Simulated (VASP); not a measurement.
# B16HN16 (a cell with a defect) in VASP: further runs, part 2 of 2

VASP 6.6.1.

## (3) Single point, PBE+D3(BJ)

Contents of INCAR:

```
SYSTEM = B16HN16
PREC = Accurate
ENCUT = 520
EDIFF = 1E-6
ISMEAR = 0
SIGMA = 0.02
LREAL = Auto
LASPH = .True.
NELM = 100
ALGO = Normal
ISIF = 2
LWAVE = .False.
LCHARG = .False.
GGA = PE
IVDW = 12
NELECT = 128.0
NBANDS = 86
```

Contents of KPOINTS:

```
Automatic mesh
0
Gamma
  2 2 2
  0.5 0.5 0.5
```

Contents of POSCAR:

```
B16HN16
1.0
   -5.0122276282      2.8938109704      3.2948837601
    0.0000000000     -5.7876219408      3.2948837600
    5.0122276282      2.8938109704      3.2948837601
B N H
16 16 1
Direct
    0.2476162660      0.7494390724      0.9976648031
    0.5011123960      0.5010822800      1.0006058719
    0.7495190277      0.2476322840      0.9977108682
    0.9976614758      0.7494363099      0.2476123402
    0.9968065092      0.9967746174      0.9968063097
    0.2512291696      0.5118183093      0.2512289701
    0.5118846458      0.2512394574      0.2512616061
    0.7536750102      0.7536454929      0.5024174670
    0.7494909080      0.9976550112      0.2476340119
    1.0005977405      0.5010730318      0.5011030675
    0.2512584462      0.2512365876      0.5118755005
    0.5024198784      0.7536507366      0.7536810128
    0.5010882268      1.0005642092      0.5010886258
    0.7537020827      0.5024156545      0.7537024817
    0.9977083193      0.2476296817      0.7495156808
    0.2476360661      0.9976563404      0.7494911666
    0.5833909533      0.0826837546      0.3327353381
    0.8326076353      0.8325776950      0.3323388555
    0.0826899613      0.5833412651      0.3327175125
    0.3327389267      0.0826875819      0.5833929459
    0.3637411235      0.3637197591      0.3637433181
    0.5844497000      0.8344168213      0.5844514956
    0.8344630581      0.5844427392      0.5844726162
    0.0808383434      0.0808086162      0.8311364701
    0.0827319303      0.3327334651      0.5834174909
    0.3323409688      0.8325803534      0.8326101477
    0.5844853128      0.5844572171      0.8344765528
    0.8311379638      0.0808111003      0.0808404357
    0.8326585127      0.3323598129      0.8326579141
    0.0808021504      0.8310667211      0.0808013524
    0.3327236470      0.5833452727      0.0826952977
    0.5834219942      0.3327373966      0.0827356355
    0.4696070288      0.4696693465      0.4696152088
```

Potentials or basis: VASP PAW PBE potentials, release 64 (B, N, H).

Started as:

```bash
> cat potpaw_PBE.64/B/POTCAR potpaw_PBE.64/N/POTCAR potpaw_PBE.64/H/POTCAR > POTCAR
> mpirun -np 1 vasp_std > vasp.out
```

OUTCAR:

```text
SYSTEM = B16HN16
   PREC = Accurate
   ENCUT = 520
   EDIFF = 1E-6
   ISMEAR = 0
   LREAL = Auto
   LASPH = .True.
   NELM = 100
   ISIF = 2
   GGA = PE
   IVDW = 12
   NELECT = 128.0
 IVDW          = 12

 ion  position               nearest neighbor table
   1  0.248  0.749  0.998-  26 1.44  30 1.44  31 1.45
   2  0.501  0.501  0.001-  27 1.44  32 1.45  31 1.45
   3  0.750  0.248  0.998-  29 1.44  28 1.44  32 1.45
   4  0.998  0.749  0.248-  18 1.44  30 1.44  19 1.45
   5  0.997  0.997  0.997-  24 1.45  30 1.45  28 1.45
   6  0.251  0.512  0.251-  31 1.42  19 1.42  21 1.53
[... 12 lines left out ...]
  19  0.083  0.583  0.333-   6 1.42  10 1.45   4 1.45
  20  0.333  0.083  0.583-  11 1.42  13 1.45  16 1.45
  21  0.364  0.364  0.364-  33 1.05  11 1.53   6 1.53   7 1.53
  22  0.584  0.834  0.584-  13 1.44  12 1.45   8 1.45
  23  0.834  0.584  0.584-  10 1.44   8 1.45  14 1.45
  24  0.081  0.081  0.831-  16 1.44  15 1.44   5 1.45
  25  0.083  0.333  0.583-  11 1.42  10 1.45  15 1.45
  26  0.332  0.833  0.833-   1 1.44  16 1.44  12 1.44
  27  0.584  0.584  0.834-   2 1.44  12 1.45  14 1.45
  28  0.831  0.081  0.081-   9 1.44   3 1.44   5 1.45
  29  0.833  0.332  0.833-  15 1.44   3 1.44  14 1.44
  30  0.081  0.831  0.081-   1 1.44   4 1.44   5 1.45
  31  0.333  0.583  0.083-   6 1.42   2 1.45   1 1.45
[... 240 lines left out ...]
      3     -14.2155      2.00000
      4     -14.2155      2.00000
      5     -13.9678      2.00000
      6     -13.9505      2.00000
[... 305 lines left out ...]
     75       9.7881      0.00000
     76       9.8071      0.00000
 [bands above 76 left out]

------------------------ aborting loop because EDIFF is reached ----------------------------------------

 Edisp (eV)   -4.68428

 E8    (eV) :    -1.3670

  FORCE on cell =-STRESS in cart. coord.  units (eV):
  Direction    XX          YY          ZZ          XY          YZ          ZX
  --------------------------------------------------------------------------------------
  -------------------------------------------------------------------------------------
  Total      -4.04152    -4.04347    -8.57175     0.00044     0.00109    -0.00022
  in kB     -22.58204   -22.59293   -47.89471     0.00248     0.00611    -0.00124
  external pressure =      -31.02 kB  Pullay stress =        0.00 kB

 VOLUME and BASIS-vectors are now :
 -----------------------------------------------------------------------------
  energy-cutoff  :      520.00
  volume of cell :      286.74
      direct lattice vectors                 reciprocal lattice vectors
    -5.012227628  2.893810970  3.294883760    -0.099756044  0.057594179  0.101166948
     0.000000000 -5.787621941  3.294883760     0.000000000 -0.115188358  0.101166948
     5.012227628  2.893810970  3.294883760     0.099756044  0.057594179  0.101166948

 POSITION                                       TOTAL-FORCE (eV/Angst)
 -----------------------------------------------------------------------------------
      3.75941     -0.73386      6.57237        -0.001651      0.002015      0.000092
     -2.50865     -1.44820      3.30411         0.001974      0.001099     -0.000960
      1.24399      3.62295      6.57284         0.000708     -0.003021      0.000086
     -3.75942     -0.73387      6.57234         0.001723      0.002000      0.000162
     -0.00000      0.00018      9.85298         0.000044     -0.000022     -0.002615
     -0.00000     -1.50819      3.34192         0.000078     -0.001659     -0.006125
[... 25 lines left out ...]
     -2.50955      0.00198      3.29124         0.000749     -0.001251      0.000333
      0.00004     -0.00034      4.64213        -0.000057      0.000858      0.030056
 -----------------------------------------------------------------------------------
    total drift:                               -0.000029     -0.000477      0.003480

  FREE ENERGIE OF THE ION-ELECTRON SYSTEM (eV)
  ---------------------------------------------------
  free  energy   TOTEN  =      -292.4418349089 eV

  energy  without entropy=     -292.4418349089  energy(sigma->0) =     -292.44183491
```

OSZICAR:

```text
N       E                     dE             d eps       ncg     rms          rms(c)
DAV:   1     0.643978368554E+03    0.64398E+03   -0.65959E+04   688   0.140E+03
DAV:   2    -0.258118527675E+03   -0.90210E+03   -0.85451E+03   872   0.323E+02
DAV:   3    -0.314121628254E+03   -0.56003E+02   -0.55527E+02   832   0.831E+01
DAV:   4    -0.315123653506E+03   -0.10020E+01   -0.99982E+00   816   0.119E+01
DAV:   5    -0.315146149978E+03   -0.22496E-01   -0.22484E-01   824   0.170E+00    0.317E+01
DAV:   6    -0.290601861360E+03    0.24544E+02   -0.69195E+01   792   0.260E+01    0.144E+01
DAV:   7    -0.288375766169E+03    0.22261E+01   -0.41722E+00   792   0.702E+00    0.891E+00
DAV:   8    -0.287764716549E+03    0.61105E+00   -0.20698E+00   768   0.449E+00    0.102E+00
DAV:   9    -0.287751562862E+03    0.13154E-01   -0.10762E-01   776   0.118E+00    0.521E-01
DAV:  10    -0.287756253183E+03   -0.46903E-02   -0.98898E-03   776   0.381E-01    0.183E-01
DAV:  11    -0.287757346045E+03   -0.10929E-02   -0.20274E-03   776   0.174E-01    0.672E-02
DAV:  12    -0.287757487724E+03   -0.14168E-03   -0.24625E-04   832   0.773E-02    0.353E-02
DAV:  13    -0.287757554623E+03   -0.66899E-04   -0.10083E-04   744   0.377E-02    0.148E-02
DAV:  14    -0.287757558723E+03   -0.41000E-05   -0.15299E-05   776   0.148E-02    0.349E-03
DAV:  15    -0.287757559459E+03   -0.73578E-06   -0.17290E-06   648   0.527E-03
   1 F= -.29244183E+03 E0= -.29244183E+03  d E =-.133230E-33
```

stdout:

```text
POSCAR found type information on POSCAR B N H
 POSCAR found :  3 types and      33 ions
 scaLAPACK will be used
 LDA part: xc-table for (Slater+PW92), standard interpolation
 POSCAR, INCAR and KPOINTS ok, starting setup
 FFT: planning ... GRIDC
 FFT: planning ... GRID_SOFT
 FFT: planning ... GRID
 WAVECAR not read
 entering main loop
 the old and the new charge density differ
 old charge density:   129.00000 new  128.00000
    0.317E+01
```

Wall time 9.5 min (1 thread of Intel Xeon 8259CL, shared host); peak memory 0.38 GiB.

What came out:

| Item | Value |
| --- | --- |
| Free energy | -292.4418 eV |
| Largest force | 0.030 eV/Å |
| Dispersion energy per atom | -0.142 eV |

Forces on the atoms (eV/Å):
```
B   -0.002  0.002  0.000
B    0.002  0.001 -0.001
B    0.001 -0.003  0.000
B    0.002  0.002  0.000
B    0.000  0.000 -0.003
B    0.000 -0.002 -0.006
B   -0.001  0.001 -0.006
B    0.000 -0.001  0.001
B    0.003  0.000  0.000
B   -0.002  0.001 -0.001
B    0.002  0.002 -0.006
B   -0.001  0.000  0.001
B    0.000 -0.001 -0.001
B    0.000  0.000  0.002
B   -0.001 -0.003  0.000
B   -0.003  0.000  0.000
N    0.001  0.000  0.001
N    0.000  0.000  0.001
N    0.001  0.001  0.001
N   -0.001  0.000  0.001
N   -0.001 -0.001 -0.010
N    0.000 -0.001 -0.001
N   -0.001  0.000 -0.002
N    0.000  0.000  0.000
N   -0.001 -0.001  0.000
N    0.000  0.000  0.001
N    0.001  0.001 -0.002
N   -0.001  0.001  0.000
N    0.000  0.000  0.000
N    0.000 -0.001  0.000
N   -0.001  0.001  0.001
N    0.001 -0.001  0.000
H    0.000  0.001  0.030
```

Levels at points of the mesh, in eV from the Fermi level:
| k point | band 62 | band 63 | band 64 | band 65 | band 66 | band 67 |
| --- | --- | --- | --- | --- | --- | --- |
| (0.25, 0.25, 0.25) | -0.88 | -0.88 | -0.86 | 4.25 | 4.95 | 4.95 |

Caveat: the cell carries a net charge on a neutralising background, which shifts energy and pressure; the cell is charged against a uniform background, so pressure and absolute levels hang on convention.

## (4) Single point, PBE+D3(BJ)

Contents of INCAR:

```
PREC = Accurate
ENCUT = 520
EDIFF = 1E-7
ISMEAR = 0
SIGMA = 0.02
LREAL = Auto
LASPH = True
NELM = 60
ALGO = Normal
ISIF = 2
LWAVE = False
LCHARG = False
GGA = PE
IVDW = 12
NELECT = 128.0
NBANDS = 86
```

KPOINTS is that of step 3.

Contents of POSCAR:

```
B16HN16
1.0
   -5.0122276282      2.8938109704      3.2948837601
    0.0000000000     -5.7876219408      3.2948837600
    5.0122276282      2.8938109704      3.2948837601
B N H
16 16 1
Direct
    0.2528606539      0.7501876685      1.0002590719
    0.4969954111      0.4931609324      1.0039516367
    0.7539415355      0.2489390169      1.0001913253
    1.0033160023      0.7493324264      0.2495487595
    1.0032426048      0.9994027078      0.9993146108
    0.2521469670      0.4989778450      0.2502777382
    0.5027259184      0.2482257811      0.2501871085
    0.7540346630      0.7502137323      0.4990957227
    0.7531005182      0.9994271182      0.2494992879
    1.0040002058      0.4989195506      0.4982965171
    0.2445593424      0.2406987573      0.4907963635
    0.4971325819      0.7541179839      0.7433682064
    0.5026044088      1.0000411312      0.4981658634
    0.7578790300      0.4932444076      0.7433144481
    1.0038864347      0.2481388206      0.7488820544
    0.2519294042      1.0000198542      0.7488190479
    0.5863920963      0.0826558607      0.3327021017
    0.8353454913      0.8315079859      0.3316919889
    0.0866294710      0.5827108995      0.3328403559
    0.3331412976      0.0796955813      0.5793799148
    0.3335966289      0.3297747597      0.3302575946
    0.5872295602      0.8341094964      0.5832979750
    0.8379885303      0.5834592943      0.5833710040
    0.0863825181      0.0825486379      0.8325317909
    0.0838039746      0.3295710254      0.5796324134
    0.3370863625      0.8341200419      0.8334816152
    0.5597258906      0.5559046622      0.8059507414
    0.8353219285      0.0816022895      0.0815459071
    0.8378862540      0.3332092581      0.8334313486
    0.0854659339      0.8315077597      0.0815686647
    0.3371302236      0.5834266687      0.0841872022
    0.5871479903      0.3331813571      0.0840778612
    0.4536052592      0.4503544508      0.6993229503
```

Started as:

```bash
> cat potpaw_PBE.64/B/POTCAR potpaw_PBE.64/N/POTCAR potpaw_PBE.64/H/POTCAR > POTCAR
> mpirun -np 1 vasp_std > vasp.out
```

Wall time 10 min (1 thread of Intel Xeon 8259CL, shared host); peak memory 0.38 GiB.

It converged, with:

```yaml
Free_energy: -292.4128 eV
Largest_force: 0.036 eV/Å
Dispersion_energy_per_atom: -0.142 eV
```

Forces on the atoms (eV/Å):
```
B    0.002 -0.002  0.002
B    0.001  0.000  0.009
B   -0.003 -0.001  0.001
B   -0.001 -0.001  0.000
B    0.000  0.000 -0.001
B    0.002 -0.007  0.002
B   -0.001  0.002  0.001
B   -0.002  0.003  0.002
B   -0.004 -0.001  0.000
B    0.001 -0.005  0.003
B    0.002 -0.005 -0.002
B   -0.001  0.007  0.012
B   -0.006  0.004 -0.002
B    0.007 -0.005  0.007
B    0.005  0.001 -0.002
B    0.009  0.005 -0.004
N    0.003 -0.001  0.000
N    0.003 -0.001  0.000
N    0.001  0.004 -0.003
N   -0.003 -0.002  0.008
N   -0.003  0.003 -0.008
N    0.006 -0.001  0.000
N   -0.001  0.003 -0.004
N   -0.003 -0.002  0.004
N   -0.002  0.002 -0.001
N   -0.005 -0.001 -0.002
N   -0.010 -0.013  0.015
N    0.003 -0.001  0.001
N   -0.003  0.000 -0.002
N    0.000  0.001  0.001
N   -0.002  0.002 -0.005
N    0.001 -0.002 -0.001
H    0.005  0.012 -0.033
```

Levels at points of the mesh, in eV from the Fermi level:
```tsv
k point	band 60	band 61	band 62	band 63	band 64	band 65	band 66	band 67	band 68	band 69
(0.25, 0.25, 0.25)	-0.98	-0.98	-0.86	-0.83	-0.83	4.45	4.98	4.98	5.08	5.69
```

Caveat: the cell carries a net charge on a neutralising background, which shifts energy and pressure; the cell is charged against a uniform background, so pressure and absolute levels hang on convention.
